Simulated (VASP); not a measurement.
Set up this calculation in VASP 6.6.1, as the native input.

* Task: single point
* Functional: PBE
* Potentials or basis: VASP PAW PBE potentials, release 64 (Pt, Ag)
* Cutoff: 520 eV
* k mesh: 9 × 9 × 1
* Occupations: gaussian, width 0.1 eV
* Spin: no spin polarisation
* Dipole correction: yes
* Further INCAR settings: LREAL = Auto; ALGO = Normal; EDIFF = 1e-06; NBANDS = 144

The structure of AgPt24 lies in POSCAR:

```
AgPt24
1.0
    5.5493740188      0.0000000000      0.0000000000
    2.7746870094      4.8058988753      0.0000000000
    0.0000000000      0.0000000000     30.5931347378
Pt Ag
24 1
Direct
    0.0000071482      0.0000071482      0.2722665873
    0.0000071482      0.4999857037      0.2722665873
    0.4999857037      0.0000071482      0.2722665873
    0.5000000000      0.5000000000      0.2725026798
    0.1666666667      0.1666666667      0.3490381508
    0.1665041894      0.6667479053      0.3490705331
    0.6667479053      0.1665041894      0.3490705331
    0.6667479053      0.6667479053      0.3490705331
    0.3334002611      0.3334002611      0.4249793705
    0.3334002611      0.8331994777      0.4249793705
    0.8331994777      0.3334002611      0.4249793705
    0.8333333333      0.8333333333      0.4246920743
   -0.0000128102     -0.0000128102      0.5004656536
   -0.0000128102      0.5000256204      0.5004656536
    0.5000256204     -0.0000128102      0.5004656536
    0.5000000000      0.5000000000      0.5007782767
    0.1666666667      0.1666666667      0.5769870007
    0.1665191985      0.6667404008      0.5764868439
    0.6667404008      0.1665191985      0.5764868439
    0.6667404008      0.6667404008      0.5764868439
    0.3306171853      0.3306171853      0.6535819585
    0.3306171853      0.8387656294      0.6535819585
    0.8387656294      0.3306171853      0.6535819585
    0.8333333333      0.8333333333      0.6535527823
    0.5000000000      0.5000000000      0.7254165323
```

One way to write it, as run:

INCAR

```
PREC     = Accurate       # precision mode
ENCUT    = 520            # plane-wave cutoff, eV
EDIFF    = 1E-6           # SCF threshold, eV
ISMEAR   = 0              # smearing method
SIGMA    = 0.1            # smearing width, eV
LREAL    = Auto         
LASPH    = True           # aspherical terms in the spheres
NELM     = 100            # most SCF steps
ALGO     = Normal         # electronic algorithm
ISIF     = 2              # what is computed and relaxed
LWAVE    = False          # write WAVECAR
LCHARG   = False          # write CHGCAR
LDIPOL   = True         
IDIPOL   = 3            
DIPOL    = 0.5 0.5 0.473
GGA      = PE             # functional
NBANDS   = 144            # bands
LUSENCCL = False
```

KPOINTS

```
regular mesh
0
Gamma
  9 9 1
```

Potentials or basis: VASP PAW PBE potentials, release 64 (Pt, Ag).

The run is started by

```console
$ cat potpaw_PBE.64/Pt/POTCAR potpaw_PBE.64/Ag/POTCAR > POTCAR
$ mpirun -np 1 vasp_std > vasp.out
```

Results of the run:

The largest force is 0.020 eV/Å. The band gap on the k mesh is zero (an odd number of electrons rules out a gap without spin polarisation).

Caveat: spin-orbit coupling is left out, which moves the levels of the heavy elements.

Wall time 8 min on 1 × NVIDIA H100 80GB with 1 thread of AMD EPYC 7R13 Processor (Zen 3) (shared host), peak memory 2.2 GiB.
